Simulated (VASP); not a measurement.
A run of VASP 6.6.1:

Contents of POSCAR:

```
Ga
1.0
   -1.6774372127      1.6774372127      1.6774372127
    1.6774372127     -1.6774372127      1.6774372127
    1.6774372127      1.6774372127     -1.6774372127
Ga
1
Direct
    0.0000000000      0.0000000000      0.0000000000
```

INCAR.step1

```
SYSTEM = Ga
PREC     = Accurate       ! precision mode
ENCUT    = 520            ! plane-wave cutoff, eV
EDIFF    = 1E-5           ! SCF threshold, eV
ISMEAR   = 0              ! smearing method
SIGMA    = 0.05           ! smearing width, eV
LREAL    = .FALSE.        ! projectors in reciprocal space
LASPH    = .TRUE.         ! aspherical terms in the spheres
NELM     = 100            ! most SCF steps
ALGO     = Normal         ! electronic algorithm
ISIF     = 2              ! what is computed and relaxed
LWAVE    = .TRUE.         ! write WAVECAR
GGA      = PE             ! functional
NBANDS   = 12             ! bands
```

File INCAR.step2:

```
SYSTEM = Ga
PREC     = Accurate       ! precision mode
ENCUT    = 520            ! plane-wave cutoff, eV
EDIFF    = 1E-6           ! SCF threshold, eV
ISMEAR   = 0              ! smearing method
SIGMA    = 0.05           ! smearing width, eV
LREAL    = .FALSE.        ! projectors in reciprocal space
LASPH    = .TRUE.         ! aspherical terms in the spheres
NELM     = 100            ! most SCF steps
ALGO     = Normal         ! electronic algorithm
ISIF     = 2              ! what is computed and relaxed
LWAVE    = .FALSE.        ! write WAVECAR
LCHARG   = .TRUE.         ! write CHGCAR
GGA      = PE             ! functional
LHFCALC  = .TRUE.         ! exact exchange
HFSCREEN = 0.2079         ! screening, 1/A
PRECFOCK = Normal       
LELF     = .TRUE.         ! ELF
LVHAR    = .TRUE.       
ISTART   = 1            
NBANDS   = 12             ! bands
```

The input KPOINTS:

```
regular mesh
0
G
  8 8 8
  0 0 0
```

Potentials or basis: VASP PAW PBE potentials, release 64 (Ga_d).

The run is started by

```bash
$ cat potpaw_PBE.64/Ga_d/POTCAR > POTCAR
$ cp INCAR.step1 INCAR
$ mpirun -np 1 vasp_std > vasp.out
$ cp INCAR.step2 INCAR
$ mpirun -np 1 vasp_std > vasp.out
```

Hardware: 1 thread of Intel(R) Xeon(R) Platinum 8488C (Sapphire Rapids), on a shared host.

Problem. Estimate the wall time of this run.

Solution. Run time: 39 min on 1 thread of Intel(R) Xeon(R) Platinum 8488C (Sapphire Rapids), on a shared host, peak memory 0.26 GiB. Counts: k points 29.
